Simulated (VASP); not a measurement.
# Mo (Im-3m) in VASP: further runs

Runs on Mo. Level: r2SCAN. Tasks: single point.

Program: VASP 6.6.1. These are calculated values, not measurements. Logs are shortened: lines on timing, memory, paths and dates and some standing lists are left out, and cuts for length are marked.

### Step 1. The cell of the first run

It takes space group Im-3m (No. 229, cubic). The conventional cell has a = 3.153 Å, b = 3.153 Å, c = 3.153 Å, α = 90.00°, β = 90.00°, γ = 90.00°. Within 3.6 Å of Mo (site symmetry m-3m) lie 14 Mo at 2.73 to 3.15 Å.

### Step 2. Single point, r2SCAN

File POSCAR:

```
Mo
1.0
   -1.5764210372      1.5764210372      1.5764210372
    1.5764210372     -1.5764210372      1.5764210372
    1.5764210372      1.5764210372     -1.5764210372
Mo
1
Direct
    0.0000000000      0.0000000000      0.0000000000
```

File INCAR.step1:

```
ALGO = Normal
EDIFF = 1E-4
ENCUT = 520
GGA = PE
ISMEAR = -1
LASPH = True
LCHARG = False
LREAL = False
LWAVE = True
NBANDS = 13
NELM = 100
PREC = Accurate
SIGMA = 0.2
```

File INCAR.step2:

```
ALGO = Normal
EDIFF = 1E-7
ENCUT = 520
ISIF = 2
ISMEAR = -1
ISTART = 1
LASPH = True
LCHARG = False
LMIXTAU = True
LREAL = False
LWAVE = False
METAGGA = R2SCAN
NBANDS = 13
NELM = 100
PREC = Accurate
SIGMA = 0.2
```

File KPOINTS:

```
k-points
0
Gamma
  14 14 14
```

Potentials or basis: VASP PAW PBE potentials, release 64 (Mo_sv).

Command:

```console
cat potpaw_PBE.64/Mo_sv/POTCAR > POTCAR
cp INCAR.step1 INCAR
mpirun -np 1 vasp_std > vasp.out
cp INCAR.step2 INCAR
mpirun -np 1 vasp_std > vasp.out
```

OUTCAR:

```text
EDIFF = 1E-7
   ENCUT = 520
   ISIF = 2
   ISMEAR = -1
   ISTART = 1
   LASPH = True
   LREAL = False
   METAGGA = R2SCAN
   NELM = 100
   PREC = Accurate

 ion  position               nearest neighbor table
   1  0.000  0.000  0.000-

  LATTYP: Found a body centered cubic cell.
 ALAT       =     3.1528420744

  Lattice vectors:

 A1 = (  -1.5764210372,   1.5764210372,   1.5764210372)
 A2 = (   1.5764210372,  -1.5764210372,   1.5764210372)
 A3 = (   1.5764210372,   1.5764210372,  -1.5764210372)

Analysis of symmetry for initial positions (statically):
=====================================================================
 Subroutine PRICEL returns:
 Original cell was already a primitive cell.

 Routine SETGRP: Setting up the symmetry group for a
 body centered cubic supercell.

 Subroutine GETGRP returns: Found 48 space group operations
 (whereof 48 operations were pure point group operations)
 out of a pool of 48 trial point group operations.

The static configuration has the point symmetry O_h .

Analysis of symmetry for dynamics (positions and initial velocities):
=====================================================================
 Subroutine PRICEL returns:
 Original cell was already a primitive cell.

 Routine SETGRP: Setting up the symmetry group for a
 body centered cubic supercell.

 Subroutine GETGRP returns: Found 48 space group operations
 (whereof 48 operations were pure point group operations)
 out of a pool of 48 trial point group operations.

The dynamic configuration has the point symmetry O_h .

 Subroutine INISYM returns: Found 48 space group operations
 (whereof 48 operations are pure point group operations),
 and found     1 'primitive' translations

----------------------------------------------------------------------------------------

                                     Primitive cell

  volume of cell :      15.6703

  direct lattice vectors                    reciprocal lattice vectors
    -1.576421037  1.576421037  1.576421037     0.000000000  0.317174148  0.317174148
     1.576421037 -1.576421037  1.576421037     0.317174148  0.000000000  0.317174148
     1.576421037  1.576421037 -1.576421037     0.317174148  0.317174148  0.000000000

  length of vectors
     2.730441331  2.730441331  2.730441331     0.448551982  0.448551982  0.448551982

  position of ions in fractional coordinates (direct lattice)
     0.000000000  0.000000000  0.000000000

  ion indices of the primitive-cell ions
   primitive index   ion index
                 1           1

----------------------------------------------------------------------------------------

 KPOINTS: k-points

Automatic generation of k-mesh.
 Grid dimensions read from file:
 generate k-points for:   14   14   14

 Generating k-lattice:

  Cartesian coordinates                     Fractional coordinates (reciprocal lattice)
     0.000000000  0.022655296  0.022655296     0.071428571  0.000000000  0.000000000
     0.022655296  0.000000000  0.022655296     0.000000000  0.071428571  0.000000000
     0.022655296  0.022655296  0.000000000     0.000000000  0.000000000  0.071428571

  Length of vectors
     0.032039427  0.032039427  0.032039427

  Shift w.r.t. Gamma in fractional coordinates (k-lattice)
     0.000000000  0.000000000  0.000000000

 Subroutine IBZKPT returns following result:
 ===========================================

 Found    104 irreducible k-points:

 Following reciprocal coordinates:
            Coordinates               Weight
  0.000000  0.000000  0.000000      1.000000
  0.071429  0.000000  0.000000     12.000000
  0.142857  0.000000  0.000000     12.000000
  0.214286  0.000000  0.000000     12.000000
  0.285714  0.000000  0.000000     12.000000
  0.357143  0.000000  0.000000     12.000000
[... 16 lines left out ...]
  0.285714  0.285714  0.000000     24.000000
  0.357143  0.285714  0.000000     24.000000
 [... further k-points ...]
   k-points           NKPTS =    104   k-points in BZ     NKDIM =    104   number of bands    NBANDS=     13
   number of dos      NEDOS =    301   number of ions     NIONS =      1
   total plane-waves  NPLWV =   8000
   dimension x,y,z NGX =    20 NGY =   20 NGZ =   20
   dimension x,y,z NGXF=    40 NGYF=   40 NGZF=   40
   ions per type =               1
   NGX,Y,Z   is equivalent  to a cutoff of  12.18, 12.18, 12.18 a.u.
   NGXF,Y,Z  is equivalent  to a cutoff of  24.35, 24.35, 24.35 a.u.
 SYSTEM =  unknown system
   PREC   = accura    normal or accurate (medium, high low for compatibility)
   ISTART =      1    job   : 0-new  1-cont  2-samecut
   ICHARG =      0    charge: 1-file 2-atom 10-const
   ISPIN  =      1    spin polarized calculation?
   LNONCOLLINEAR =      F non collinear calculations
   LSORBIT =      F    spin-orbit coupling
   LASPH  =      T    aspherical Exc in radial PAW
   ENCUT  =  520.0 eV  38.22 Ry    6.18 a.u.   5.08  5.08  5.08*2*pi/ulx,y,z
   NELM   =    100;   NELMIN=  2; NELMDL=  0     # of ELM steps
   EDIFF  = 0.1E-06   stopping-criterion for ELM
   LREAL  =      F    real-space projection
   EDIFFG = 0.1E-05   stopping-criterion for IOM
   NSW    =      0    number of steps for IOM
   IBRION =     -1    ionic relax: 0-MD 1-quasi-New 2-CG
   NFREE  =      0    steps in history (QN), initial steepest desc. (CG)
   ISIF   =      2    stress and relaxation
   ISYM   =      2    0-nonsym 1-usesym 2-fastsym
   POTIM  = 0.5000    time-step for ionic-motion
   TEBEG  =    0.0;   TEEND  =   0.0 temperature during run
   PSTRESS=    0.0 pullay stress
   NELECT =      14.0000    total number of electrons
   NUPDOWN=      -1.0000    fix difference up-down
   EMIN   =  10.00;   EMAX   =-10.00  energy-range for DOS
   EFERMI =   0.00;   METHOD = LEGACY
   ISMEAR =    -1;   SIGMA  =   0.20  broadening in eV -4-tet -1-fermi 0-gaus
   EFERMI_NEDOS =   21; number of points for ismear=-14 and -15
   IALGO  =     38    algorithm
   IMIX   =      4    mixing-type and parameters
     AMIX     =   0.40;   BMIX     =  1.00
     AMIX_MAG =   1.60;   BMIX_MAG =  1.00
  volume/ion in A,a.u.               =      15.67       105.75
  Fermi-wavevector in a.u.,A,eV,Ry     =   1.576735  2.979597 33.825339  2.486092
  Thomas-Fermi vector in A             =   2.677523
   LORBIT       =      0    0 simple, 1 ext, 2 COOP (PROOUT), +10 PAW based schemes
   METAGGA = R2SCAN    functional components
   LHFCALC =     F    Hartree Fock is set to
   AEXX    =    0.0000 exact exchange contribution
   IVDW    =     0    specifies the selected vdW correction
   LEPSILON=     F    determine dielectric tensor
   LRPA    =     F    only Hartree local field effects (RPA)
 non-spin polarized calculation
  energy-cutoff  :      520.00
  volume of cell :       15.67
 maximum number of plane-waves:       432
   NGX = 11   NGY = 11   NGZ = 11

 number of electron      14.0000002 magnetization

 Free energy of the ion-electron system (eV)
  ---------------------------------------------------
  ext. energy  EPLUGINS =         0.00000000
  ---------------------------------------------------
  free energy    TOTEN  =       -26.11437935 eV

  energy without entropy =      -26.02647093  energy(sigma->0) =      -26.07042514

 E-fermi :  12.5045     XC(G=0): -14.6202

 val. band max:       12.4949832845   @ k =  -0.4286   0.4286   0.2857
 cond. band min:      12.5279848363   @ k =  -0.2857   0.3571   0.2143
 fundamental gap:      0.0330015518
 Fermi energy:        12.5045497812

 k-point     1 :       0.0000    0.0000    0.0000
  band No.  band energies     occupation
      1     -50.7082      2.00000
      2     -23.1866      2.00000
      3     -23.1866      2.00000
      4     -23.1866      2.00000
      5       4.8556      2.00000
      6      11.0953      1.99826
      7      11.0953      1.99826
      8      11.0953      1.99826
      9      14.4189      0.00014
     10      14.4189      0.00014
     11      28.0018      0.00000
     12      28.0018      0.00000
     13      28.0018      0.00000

 k-point     2 :       0.0714    0.0000    0.0000
  band No.  band energies     occupation
      1     -50.6942      2.00000
      2     -23.2660      2.00000
      3     -23.2109      2.00000
      4     -23.1872      2.00000
      5       5.0918      2.00000
      6      10.9612      1.99911
      7      11.0703      1.99846
      8      11.3159      1.99477
      9      14.2231      0.00037
     10      14.4209      0.00014
     11      28.1741      0.00000
     12      28.3996      0.00000
     13      28.4512      0.00000

 k-point     3 :       0.1429    0.0000    0.0000
  band No.  band energies     occupation
      1     -50.6546      2.00000
      2     -23.4850      2.00000
      3     -23.2785      2.00000
      4     -23.1888      2.00000
      5       5.7409      2.00000
      6      10.6060      1.99985
      7      10.9576      1.99913
      8      11.9619      1.87561
      9      13.8734      0.00213
     10      14.4419      0.00012
     11      28.4992      0.00000
     12      29.3976      0.00000
     13      29.5380      0.00000
[... 305 lines left out ...]
 k-point    23 :       0.2857    0.2857    0.0000
  band No.  band energies     occupation
      1     -50.3926      2.00000
      2     -24.3902      2.00000
      3     -23.9927      2.00000
      4     -23.3644      2.00000
      5       8.4079      2.00000
      6       9.5342      2.00000
      7      10.6405      1.99982
      8      14.3239      0.00022
      9      15.1783      0.00000
     10      20.8950      0.00000
     11      23.9767      0.00000
     12      25.5039      0.00000
     13      30.2761      0.00000

 k-point    24 :       0.3571    0.2857    0.0000
  band No.  band energies     occupation
      1     -50.3835      2.00000
      2     -24.3338      2.00000
      3     -24.1042      2.00000
      4     -23.3721      2.00000
      5       8.4409      2.00000
      6       9.7049      2.00000
      7      10.4860      1.99992
      8      14.5723      0.00006
      9      15.0777      0.00001
     10      22.2535      0.00000
     11      23.2668      0.00000
     12      24.4876      0.00000
     13      30.6004      0.00000

 [... further k-points ...]
[... 5 lines left out ...]
  --------------------------------------------------------------------------------------
  -------------------------------------------------------------------------------------
  Total        0.1000900      0.1000900      0.1000900      0.0000000     -0.0000000     -0.0000000
  in kB       10.2335081     10.2335081     10.2335081      0.0000000     -0.0000000     -0.0000000
  external PRESSURE =      10.2335081 kB  Pullay stress =       0.0000000 kB

 VOLUME and BASIS-vectors are now :
 -----------------------------------------------------------------------------
  energy-cutoff  :      520.00
  volume of cell :       15.67
      direct lattice vectors                 reciprocal lattice vectors
    -1.576421037  1.576421037  1.576421037     0.000000000  0.317174148  0.317174148
     1.576421037 -1.576421037  1.576421037     0.317174148  0.000000000  0.317174148
     1.576421037  1.576421037 -1.576421037     0.317174148  0.317174148  0.000000000

 POSITION                                       TOTAL-FORCE (eV/Angst)
 -----------------------------------------------------------------------------------
      0.00000      0.00000      0.00000        -0.000000      0.000000      0.000000
 -----------------------------------------------------------------------------------
    total drift:                                0.000000      0.000000      0.000000

  FREE ENERGIE OF THE ION-ELECTRON SYSTEM (eV)
  ---------------------------------------------------
  free  energy   TOTEN  =       -26.1143793508 eV

  energy  without entropy=      -26.0264709346  energy(sigma->0) =      -26.07042514
```

Run time: 80 s. Hardware: 1 thread of Intel Xeon Platinum 8259CL at 2.50GHz (Skylake/Cascade Lake), shared host; peak memory 0.14 GiB.

Results:

```
Free energy            : -26.1144 eV
Pressure               : 1.0 GPa
Band gap on the k mesh : zero (band 7 reaches 16.64 eV, above the bottom of band 8 at 11.10 eV)
```

Caveat: the PAW data sets were made with another functional, which shifts forces and pressure a little.

### Step 3. Single point, r2SCAN

POSCAR is that of step 2.

File INCAR.step1:

```
PREC = Accurate
ENCUT = 520
ISMEAR = -1
SIGMA = 0.3
LREAL = F
LASPH = T
NELM = 80
NBANDS = 13
GGA = PE
ALGO = Normal
EDIFF = 1E-4
LWAVE = T
LCHARG = F
```

File INCAR.step2:

```
PREC = Accurate
ENCUT = 520
EDIFF = 1E-6
ISMEAR = -1
SIGMA = 0.3
LREAL = F
LASPH = T
NELM = 80
ALGO = Normal
ISIF = 2
LWAVE = F
LCHARG = F
METAGGA = R2SCAN
LMIXTAU = T
NBANDS = 13
ISTART = 1
```

File KPOINTS:

```
Automatic mesh
0
Gamma
  14 14 14
```

Potentials or basis: VASP PAW PBE potentials, release 64 (Mo_sv).

Command:

```console
cat potpaw_PBE.64/Mo_sv/POTCAR > POTCAR
cp INCAR.step1 INCAR
mpirun -np 1 vasp_std > vasp.out
cp INCAR.step2 INCAR
mpirun -np 1 vasp_std > vasp.out
```

Run time: 75 s. Hardware: 1 thread of Intel Xeon Platinum 8259CL at 2.50GHz (Skylake/Cascade Lake), shared host; peak memory 0.14 GiB.

Results (log left out):

```yaml
Free_energy: -26.1695 eV
Pressure: 1.3 GPa
Band_gap_on_the_k_mesh: zero (band 7 reaches 16.65 eV, above the bottom of band 8 at 11.10 eV)
```

Levels at points of the mesh, in eV from the Fermi level:
```csv
k point,band 3,band 4,band 5,band 6,band 7,band 8,band 9,band 10,band 11,band 12
"(0.00, 0.00, 0.00)",-35.64,-35.64,-7.61,-1.36,-1.36,-1.36,1.96,1.96,15.53,15.53
"(0.50, 0.00, 0.00)",-36.11,-35.65,-5.53,-3.52,1.61,1.94,2.63,4.97,12.26,12.55
"(0.50, 0.50, 0.50)",-36.67,-36.67,-5.59,-5.59,4.18,4.18,4.18,9.50,9.50,9.50
```

Caveat: the PAW data sets were made with another functional, which shifts forces and pressure a little.
